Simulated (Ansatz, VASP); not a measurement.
## Two plane-wave programs on MgO

The input INCAR:

```
SYSTEM = MgO
ALGO = Normal ; EDIFF = 1E-7
ENCUT = 520 ; GGA = PS
ISIF = 2 ; ISMEAR = 0
LASPH = .True. ; LCHARG = .False.
LREAL = .False. ; LWAVE = .False.
NBANDS = 11 ; NELM = 80
PREC = Accurate ; SIGMA = 0.05
```

Contents of KPOINTS:

```
k-points
0
Gamma
  10 10 10
  0 0 0
```

POSCAR

```
MgO
1.0
    0.0000000000      2.1071057202      2.2019254776
    2.1071057202      0.0000000000      2.2019254776
    2.1071057202      2.1071057202      0.0000000000
Mg O
1 1
Direct
    0.0000000000      0.0000000000      0.0000000000
    0.5000000000      0.5000000000      0.5000000000
```

Input for Ansatz:

```yaml
crystal:
  lattice:
    - [0.0, 2.1071057202, 2.2019254776]
    - [2.1071057202, 0.0, 2.2019254776]
    - [2.1071057202, 2.1071057202, 0.0]
  atoms:
    - { symbol: Mg, position: [0.0, 0.0, 0.0] }
    - { symbol: O, position: [0.5, 0.5, 0.5] }
basis:
  ecutwfc: 420
kpoints:
  mp_grid: { grid: [10, 10, 10] }
hamiltonian:
  xc: pbesol
scf:
  occupations: { method: gaussian, width: 0.05 }
output:
  forces: true
  stress: true
  eigenvalues: true
  write_density: true
  write_potential: true
  elf: true
  volumetric_format: npy
```

Change from the starting cell: strain +0.0450 x Voigt [0, 0, 1, 0, 0, 0], atoms carried along.

Alike in both runs: task single point; functional PBEsol; k mesh 10 × 10 × 10; occupations gaussian, width 0.05 eV; no spin polarisation.

|  | VASP | Ansatz |
| --- | --- | --- |
| version | VASP 6.6.1 | Ansatz 0.2.0 |
| potentials or method | VASP PAW PBE potentials, release 64 (Mg, O), cutoff 520 eV | scalar-relativistic, plane waves, PAW |
| valence electrons in the cell | 8 | 16 |

```tsv
	VASP	Ansatz	Ansatz less VASP
gap on the k mesh at the Fermi level (eV)	4.14	4.14	+0.004
least direct gap on the mesh (eV)	4.14	4.14	+0.004
pressure (GPa)	-6.3	-5.8	+0.55
traceless stress, the component that is largest in VASP (GPa)	-4.21	-4.20	+0.008
```

VASP's potentials were made for PBE, not for PBEsol. The functional is the same, so the differences come from potentials, cutoffs and numerics. VASP's potentials hold 8 valence electrons a cell and Ansatz's 16, so a difference there can come from the potentials and not from the codes.
